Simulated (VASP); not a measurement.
## CuW7S16: single point with PBEsol

Crystal: CuW7S16.

```xyz
24
Lattice="6.3064 0.0000 0.0000 -3.1532 5.4615 0.0000 0.0000 0.0000 12.3230" Properties=species:S:1:pos:R:3 pbc="T T T"
Cu    0.0000    1.8205    3.0808
W    -1.5718    4.5540    3.0808
W     3.1532    1.8150    3.0808
W     1.5718    4.5540    3.0808
W     1.5762    0.9105    9.2423
W     0.0000    3.6405    9.2423
W     4.7302    0.9105    9.2423
W     3.1532    3.6410    9.2423
S     0.0000    1.8205    7.6788
S    -1.5764    4.5514    7.6779
S     3.1532    1.8203    7.6779
S     1.5764    4.5514    7.6779
S     1.5944    0.9000    1.5252
S     0.0000    3.6615    1.5252
S     4.7120    0.9000    1.5252
S     3.1532    3.6410    1.5259
S     0.0000    1.8205   10.8057
S    -1.5764    4.5514   10.8066
S     3.1532    1.8203   10.8066
S     1.5764    4.5514   10.8066
S     1.5944    0.9000    4.6363
S     0.0000    3.6615    4.6363
S     4.7120    0.9000    4.6363
S     3.1532    3.6410    4.6356
```

- Program: VASP 6.6.1
- Task: single point
- Functional: PBEsol
- Potentials or basis: VASP PAW PBE potentials, release 64 (Cu, W_sv, S)
- Cutoff: 520 eV
- k mesh: 3 × 3 × 2
- Occupations: gaussian, width 0.05 eV
- Spin: no spin polarisation
- Dipole correction: no
- Further INCAR settings: LREAL = Auto; ALGO = Normal; EDIFF = 1e-07; NBANDS = 120

```yaml
Pressure: 0.7 GPa
Largest_force: 0.117 eV/Å
Band_gap_on_the_k_mesh: zero (an odd number of electrons rules out a gap without spin polarisation)
```

Forces on the atoms (eV/Å):
```
Cu   0.000  0.000  0.000
W   -0.009 -0.005  0.000
W    0.000  0.010  0.000
W    0.009 -0.005  0.000
W    0.001 -0.001  0.000
W    0.000  0.001  0.000
W   -0.001 -0.001  0.000
W    0.000  0.000  0.000
S    0.000  0.000 -0.023
S    0.000  0.000 -0.023
S    0.000  0.000 -0.023
S    0.000  0.000 -0.023
S   -0.092  0.053  0.048
S    0.000 -0.106  0.048
S    0.092  0.053  0.048
S    0.000  0.000 -0.032
S    0.000  0.000  0.023
S    0.000  0.000  0.023
S    0.000  0.000  0.023
S    0.000  0.000  0.023
S   -0.092  0.053 -0.048
S    0.000 -0.106 -0.048
S    0.092  0.053 -0.048
S    0.000  0.000  0.032
```

Stress tensor (GPa, compression positive):
```
0.82 0.00 0.00
0.00 0.82 0.00
0.00 0.00 0.60
```

Levels at points of the mesh, in eV from the Fermi level:
```
           k point  band 98  band 99  band 100  band 101  band 102  band 103  band 104  band 105  band 106  band 107
(0.00, 0.00, 0.00)    -1.35    -1.29     -0.56     -0.56     -0.34      0.30      0.30      0.87      2.34      2.45
(0.00, 0.00, 0.50)    -1.49    -0.89     -0.57     -0.57     -0.18      0.31      0.31      0.86      2.34      2.44
```

It took 15 min on 1 thread of Intel(R) Xeon(R) Platinum 8259CL CPU @ 2.50GHz (Skylake/Cascade Lake), with other jobs on the host, peak memory 0.6 GiB.

Caveat: the k points lie up to 0.38 Å⁻¹ apart, too coarse for converged energies and pressures of a metal; the PAW data sets were made with another functional, which shifts forces and pressure a little; spin-orbit coupling is left out, which moves the levels of the heavy elements; this functional lacks dispersion, which binds layers or chains, so the pressure and a relaxed spacing across them are unreliable. With open d or f shells a metallic result of PBEsol can be an artefact of self-interaction; +U or a hybrid may open a gap.
